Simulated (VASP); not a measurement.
# Nb (Im-3m) in VASP: notebook

Nb is run at these levels: LDA; tasks: single point.

Program: VASP 6.6.1. These are calculated values, not measurements. Logs are shortened: lines on timing, memory, paths and dates and some standing lists are left out, and cuts for length are marked.

### 1 The cell of the first run

It takes space group Im-3m (No. 229, cubic). The conventional cell has a = 3.015 Å, b = 3.015 Å, c = 3.015 Å, α = 90.00°, β = 90.00°, γ = 90.00°. Within 3.4 Å of Nb (site symmetry m-3m) lie 14 Nb at 2.61 to 3.02 Å.

### 2 Single point, LDA (volume scaled by 0.8)

INCAR reads:

```
SYSTEM = Nb
PREC = Accurate
ENCUT = 520
EDIFF = 1E-7
ISMEAR = -1
SIGMA = 0.1
LREAL = .False.
LASPH = .True.
NELM = 100
ALGO = Normal
ISIF = 2
LWAVE = .False.
LCHARG = .False.
NBANDS = 12
```

KPOINTS reads:

```
Automatic mesh
0
Gamma
  16 16 16
  0 0 0
```

POSCAR reads:

```
Nb
1.0
   -1.5076314305      1.5076314305      1.5076314305
    1.5076314305     -1.5076314305      1.5076314305
    1.5076314305      1.5076314305     -1.5076314305
Nb
1
Direct
    0.0000000000      0.0000000000      0.0000000000
```

Potentials or basis: VASP PAW LDA potentials, release 64 (Nb_sv).

The run is started by

```sh
$ cat potpaw_LDA.64/Nb_sv/POTCAR > POTCAR
$ mpirun -np 1 vasp_std > vasp.out
```

OUTCAR:

```text
SYSTEM = Nb
   PREC = Accurate
   ENCUT = 520
   EDIFF = 1E-7
   ISMEAR = -1
   LREAL = .False.
   LASPH = .True.
   NELM = 100
   ISIF = 2

 ion  position               nearest neighbor table
   1  0.000  0.000  0.000-

  LATTYP: Found a body centered cubic cell.
 ALAT       =     3.0152628610

  Lattice vectors:

 A1 = (  -1.5076314305,   1.5076314305,   1.5076314305)
 A2 = (   1.5076314305,  -1.5076314305,   1.5076314305)
 A3 = (   1.5076314305,   1.5076314305,  -1.5076314305)

Analysis of symmetry for initial positions (statically):
=====================================================================
 Subroutine PRICEL returns:
 Original cell was already a primitive cell.

 Routine SETGRP: Setting up the symmetry group for a
 body centered cubic supercell.

 Subroutine GETGRP returns: Found 48 space group operations
 (whereof 48 operations were pure point group operations)
 out of a pool of 48 trial point group operations.

The static configuration has the point symmetry O_h .

Analysis of symmetry for dynamics (positions and initial velocities):
=====================================================================
 Subroutine PRICEL returns:
 Original cell was already a primitive cell.

 Routine SETGRP: Setting up the symmetry group for a
 body centered cubic supercell.

 Subroutine GETGRP returns: Found 48 space group operations
 (whereof 48 operations were pure point group operations)
 out of a pool of 48 trial point group operations.

The dynamic configuration has the point symmetry O_h .

 Subroutine INISYM returns: Found 48 space group operations
 (whereof 48 operations are pure point group operations),
 and found     1 'primitive' translations

----------------------------------------------------------------------------------------

                                     Primitive cell

  volume of cell :      13.7071

  direct lattice vectors                    reciprocal lattice vectors
    -1.507631431  1.507631431  1.507631431     0.000000000  0.331646044  0.331646044
     1.507631431 -1.507631431  1.507631431     0.331646044  0.000000000  0.331646044
     1.507631431  1.507631431 -1.507631431     0.331646044  0.331646044  0.000000000

  length of vectors
     2.611294237  2.611294237  2.611294237     0.469018334  0.469018334  0.469018334

  position of ions in fractional coordinates (direct lattice)
     0.000000000  0.000000000  0.000000000

  ion indices of the primitive-cell ions
   primitive index   ion index
                 1           1

----------------------------------------------------------------------------------------

 KPOINTS: Automatic mesh

Automatic generation of k-mesh.
 Grid dimensions read from file:
 generate k-points for:   16   16   16

 Generating k-lattice:

  Cartesian coordinates                     Fractional coordinates (reciprocal lattice)
     0.000000000  0.020727878  0.020727878     0.062500000  0.000000000  0.000000000
     0.020727878  0.000000000  0.020727878     0.000000000  0.062500000  0.000000000
     0.020727878  0.020727878  0.000000000     0.000000000  0.000000000  0.062500000

  Length of vectors
     0.029313646  0.029313646  0.029313646

  Shift w.r.t. Gamma in fractional coordinates (k-lattice)
     0.000000000  0.000000000  0.000000000

 Subroutine IBZKPT returns following result:
 ===========================================

 Found    145 irreducible k-points:

 Following reciprocal coordinates:
            Coordinates               Weight
  0.000000  0.000000  0.000000      1.000000
  0.062500  0.000000  0.000000     12.000000
  0.125000  0.000000  0.000000     12.000000
  0.187500  0.000000  0.000000     12.000000
  0.250000  0.000000  0.000000     12.000000
  0.312500  0.000000  0.000000     12.000000
[... 16 lines left out ...]
  0.187500  0.187500  0.000000     24.000000
  0.250000  0.187500 -0.000000     48.000000
 [... further k-points ...]
   k-points           NKPTS =    145   k-points in BZ     NKDIM =    145   number of bands    NBANDS=     12
   number of dos      NEDOS =    301   number of ions     NIONS =      1
   total plane-waves  NPLWV =   8000
   dimension x,y,z NGX =    20 NGY =   20 NGZ =   20
   dimension x,y,z NGXF=    40 NGYF=   40 NGZF=   40
   ions per type =               1
   NGX,Y,Z   is equivalent  to a cutoff of  12.73, 12.73, 12.73 a.u.
   NGXF,Y,Z  is equivalent  to a cutoff of  25.47, 25.47, 25.47 a.u.
 SYSTEM =  Nb
   PREC   = accura    normal or accurate (medium, high low for compatibility)
   ISTART =      0    job   : 0-new  1-cont  2-samecut
   ICHARG =      2    charge: 1-file 2-atom 10-const
   ISPIN  =      1    spin polarized calculation?
   LNONCOLLINEAR =      F non collinear calculations
   LSORBIT =      F    spin-orbit coupling
   LASPH  =      T    aspherical Exc in radial PAW
   ENCUT  =  520.0 eV  38.22 Ry    6.18 a.u.   4.86  4.86  4.86*2*pi/ulx,y,z
   NELM   =    100;   NELMIN=  2; NELMDL= -5     # of ELM steps
   EDIFF  = 0.1E-06   stopping-criterion for ELM
   LREAL  =      F    real-space projection
   EDIFFG = 0.1E-05   stopping-criterion for IOM
   NSW    =      0    number of steps for IOM
   IBRION =     -1    ionic relax: 0-MD 1-quasi-New 2-CG
   NFREE  =      0    steps in history (QN), initial steepest desc. (CG)
   ISIF   =      2    stress and relaxation
   ISYM   =      2    0-nonsym 1-usesym 2-fastsym
   POTIM  = 0.5000    time-step for ionic-motion
   TEBEG  =    0.0;   TEEND  =   0.0 temperature during run
   PSTRESS=    0.0 pullay stress
   NELECT =      13.0000    total number of electrons
   NUPDOWN=      -1.0000    fix difference up-down
   EMIN   =  10.00;   EMAX   =-10.00  energy-range for DOS
   EFERMI =   0.00;   METHOD = LEGACY
   ISMEAR =    -1;   SIGMA  =   0.10  broadening in eV -4-tet -1-fermi 0-gaus
   EFERMI_NEDOS =   21; number of points for ismear=-14 and -15
   IALGO  =     38    algorithm
   IMIX   =      4    mixing-type and parameters
     AMIX     =   0.40;   BMIX     =  1.00
     AMIX_MAG =   1.60;   BMIX_MAG =  1.00
  volume/ion in A,a.u.               =      13.71        92.50
  Fermi-wavevector in a.u.,A,eV,Ry     =   1.608450  3.039529 35.199767  2.587110
  Thomas-Fermi vector in A             =   2.704317
   LORBIT       =      0    0 simple, 1 ext, 2 COOP (PROOUT), +10 PAW based schemes
   GGA     = CA    functional components
   LHFCALC =     F    Hartree Fock is set to
   AEXX    =    0.0000 exact exchange contribution
   IVDW    =     0    specifies the selected vdW correction
   LEPSILON=     F    determine dielectric tensor
   LRPA    =     F    only Hartree local field effects (RPA)
 non-spin polarized calculation
  energy-cutoff  :      520.00
  volume of cell :       13.71
 maximum number of plane-waves:       380
   NGX =  9   NGY =  9   NGZ =  9

 number of electron      13.0000001 magnetization

 Free energy of the ion-electron system (eV)
  ---------------------------------------------------
  ext. energy  EPLUGINS =         0.00000000
  ---------------------------------------------------
  free energy    TOTEN  =       -10.70286642 eV

  energy without entropy =      -10.66601217  energy(sigma->0) =      -10.68443929

 E-fermi :  15.3952     XC(G=0): -14.1814

 val. band max:       15.3938795396   @ k =  -0.3125   0.4375   0.1875
 cond. band min:      15.4043315590   @ k =   0.0625   0.0000   0.0000
 fundamental gap:      0.0104520194
 Fermi energy:        15.3951822974

 k-point     1 :       0.0000    0.0000    0.0000
  band No.  band energies     occupation
      1     -38.7443      2.00000
      2     -13.2394      2.00000
      3     -13.2394      2.00000
      4     -13.2394      2.00000
      5       9.1829      2.00000
      6      15.4382      0.78804
      7      15.4382      0.78804
      8      15.4382      0.78804
      9      19.3456      0.00000
     10      19.3456      0.00000
     11      30.1416      0.00000
     12      30.1416      0.00000

 k-point     2 :       0.0625    0.0000    0.0000
  band No.  band energies     occupation
      1     -38.7189      2.00000
      2     -13.3714      2.00000
      3     -13.2773      2.00000
      4     -13.2414      2.00000
      5       9.4105      2.00000
      6      15.2879      1.49044
      7      15.4043      0.95429
      8      15.6599      0.13237
      9      19.0858      0.00000
     10      19.3370      0.00000
     11      30.3545      0.00000
     12      30.5224      0.00000

 k-point     3 :       0.1250    0.0000    0.0000
  band No.  band energies     occupation
      1     -38.6457      2.00000
      2     -13.7382      2.00000
      3     -13.3839      2.00000
      4     -13.2473      2.00000
      5      10.0237      2.00000
      6      14.8876      1.98759
      7      15.2648      1.57281
      8      16.3131      0.00021
      9      18.6278      0.00000
     10      19.3330      0.00000
     11      30.8923      0.00000
     12      31.6118      0.00000

 k-point     4 :       0.1875    0.0000    0.0000
  band No.  band energies     occupation
      1     -38.5343      2.00000
      2     -14.2648      2.00000
      3     -13.5400      2.00000
      4     -13.2561      2.00000
      5      10.7777      2.00000
      6      14.3513      1.99994
      7      15.0787      1.91900
      8      17.3635      0.00000
      9      18.4605      0.00000
     10      19.3824      0.00000
     11      31.3878      0.00000
     12      33.2903      0.00000

 k-point     5 :       0.2500    0.0000    0.0000
  band No.  band energies     occupation
      1     -38.3998      2.00000
      2     -14.8570      2.00000
      3     -13.7190      2.00000
      4     -13.2668      2.00000
      5      11.1982      2.00000
      6      13.7915      2.00000
      7      15.3144      1.38312
      8      18.6874      0.00000
      9      18.7525      0.00000
     10      19.5292      0.00000
     11      31.2005      0.00000
     12      34.7072      0.00000
[... 228 lines left out ...]
      1     -38.0329      2.00000
      2     -16.0683      2.00000
      3     -14.3029      2.00000
      4     -13.4531      2.00000
      5      10.9835      2.00000
      6      12.8920      2.00000
      7      17.2121      0.00000
      8      19.3339      0.00000
      9      21.0956      0.00000
     10      24.7909      0.00000
     11      29.2736      0.00000
     12      31.8311      0.00000

 k-point    22 :       0.4375    0.1250   -0.0000
  band No.  band energies     occupation
      1     -38.0062      2.00000
      2     -16.1542      2.00000
      3     -14.3466      2.00000
      4     -13.4567      2.00000
      5      10.8747      2.00000
      6      12.8284      2.00000
      7      17.5887      0.00000
      8      19.3272      0.00000
      9      21.3662      0.00000
     10      25.3970      0.00000
     11      29.0112      0.00000
     12      31.3225      0.00000

 k-point    23 :       0.1875    0.1875    0.0000
  band No.  band energies     occupation
      1     -38.2305      2.00000
      2     -15.3471      2.00000
      3     -13.9929      2.00000
      4     -13.4763      2.00000
      5      12.0726      2.00000
      6      13.5391      2.00000
      7      14.6063      1.99925
      8      18.2172      0.00000
      9      20.4891      0.00000
     10      21.6379      0.00000
     11      31.7702      0.00000
     12      33.3678      0.00000

 k-point    24 :       0.2500    0.1875   -0.0000
  band No.  band energies     occupation
      1     -38.1200      2.00000
      2     -15.6484      2.00000
      3     -14.2504      2.00000
      4     -13.5195      2.00000
      5      11.9449      2.00000
      6      13.2960      2.00000
      7      15.2500      1.62064
      8      18.5912      0.00000
      9      20.7119      0.00000
     10      23.5384      0.00000
     11      30.9261      0.00000
     12      33.3071      0.00000

 [... further k-points ...]

------------------------ aborting loop because EDIFF is reached ----------------------------------------

  FORCE on cell =-STRESS in cart. coord.  units (eV):
  Direction    XX          YY          ZZ          XY          YZ          ZX
  --------------------------------------------------------------------------------------
  -------------------------------------------------------------------------------------
  Total        5.4316375      5.4316375      5.4316375      0.0000000     -0.0000000      0.0000000
  in kB      634.8861001    634.8861001    634.8861001      0.0000000     -0.0000000      0.0000000
  external PRESSURE =     634.8861001 kB  Pullay stress =       0.0000000 kB

 VOLUME and BASIS-vectors are now :
 -----------------------------------------------------------------------------
  energy-cutoff  :      520.00
  volume of cell :       13.71
      direct lattice vectors                 reciprocal lattice vectors
    -1.507631431  1.507631431  1.507631431     0.000000000  0.331646044  0.331646044
     1.507631431 -1.507631431  1.507631431     0.331646044  0.000000000  0.331646044
     1.507631431  1.507631431 -1.507631431     0.331646044  0.331646044  0.000000000

 POSITION                                       TOTAL-FORCE (eV/Angst)
 -----------------------------------------------------------------------------------
      0.00000      0.00000      0.00000         0.000000     -0.000000      0.000000
 -----------------------------------------------------------------------------------
    total drift:                                0.000000     -0.000000     -0.000000

  FREE ENERGIE OF THE ION-ELECTRON SYSTEM (eV)
  ---------------------------------------------------
  free  energy   TOTEN  =       -10.7028664218 eV

  energy  without entropy=      -10.6660121678  energy(sigma->0) =      -10.68443929
```

It took 51 s on 1 thread of AMD EPYC, shared host; peak memory 0.1 GiB.

What came out:

| Item | Value |
| --- | --- |
| Free energy | -10.7029 eV |
| Pressure | 63.5 GPa |

[end of part 1 of 2]
